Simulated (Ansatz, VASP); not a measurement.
## Two plane-wave programs on Re

File INCAR:

```
SYSTEM = Re
PREC = Accurate
ENCUT = 520
EDIFF = 1E-6
ISMEAR = -1
SIGMA = 0.1
LREAL = .FALSE.
LASPH = .TRUE.
NELM = 100
ALGO = Normal
ISIF = 2
LWAVE = .FALSE.
LCHARG = .TRUE.
GGA = PE
LELF = .TRUE.
LVHAR = .TRUE.
NBANDS = 14
```

The input KPOINTS:

```
regular mesh
0
G
  19 19 10
  0 0 0
```

Contents of POSCAR:

```
Re
1.0
    2.7768706464      0.0000000000      0.0000000000
   -1.3884353232      2.4048405228      0.0000000000
    0.0000000000      0.0000000000      4.4788142384
Re
2
Direct
    0.3333333333      0.6666666667      0.2500000000
    0.6666666667      0.3333333333      0.7500000000
```

Input for Ansatz:

```yaml
crystal:
  lattice:
    - [2.7768706464, 0.0, 0.0]
    - [-1.3884353232, 2.4048405228, 0.0]
    - [0.0, 0.0, 4.4788142384]
  atoms:
    - { symbol: Re, position: [0.3333333333, 0.6666666667, 0.25] }
    - { symbol: Re, position: [0.6666666667, 0.3333333333, 0.75] }
hamiltonian:
  xc: pbe
  pseudopotentials:
    kind: paw
    azcp:
      Re: "pseudopotentials/Re.paw.azcp"
basis:
  ecutwfc: 420
  fft_grid_basis: typed
kpoints:
  mp_grid: { grid: [19, 19, 10], shift: [0, 0, 0] }
magnetization:
  spin_polarized: false
scf:
  occupations: { method: fermi_dirac, width: 0.1 }
  lower_state_search: "off"
output:
  stress: true
  write_density: true
  write_potential: true
  elf: true
  volumetric_format: npy
```

Alike in both runs: task single point; functional PBE; k mesh 19 × 19 × 10; occupations fermi-dirac, width 0.1 eV; no spin polarisation.

|  | VASP | Ansatz |
| --- | --- | --- |
| version | VASP 6.6.1 | Ansatz 0.2.0 |
| potentials or method | VASP PAW PBE potentials, release 64 (Re), cutoff 520 eV | plane waves (420 eV) with PAW, scalar-relativistic |
| valence electrons in the cell | 14 | 30 |

|  | VASP | Ansatz | Ansatz less VASP |
| --- | --- | --- | --- |
| pressure (GPa) | -0.5 | 0.0 | +0.53 |
| traceless stress, the component that is largest in VASP (GPa) | 0.00 | 0.12 | +0.128 |

VASP's potentials hold 14 valence electrons a cell and Ansatz's 30, so a difference there can come from the potentials and not from the codes.

Spin-orbit coupling is off throughout.
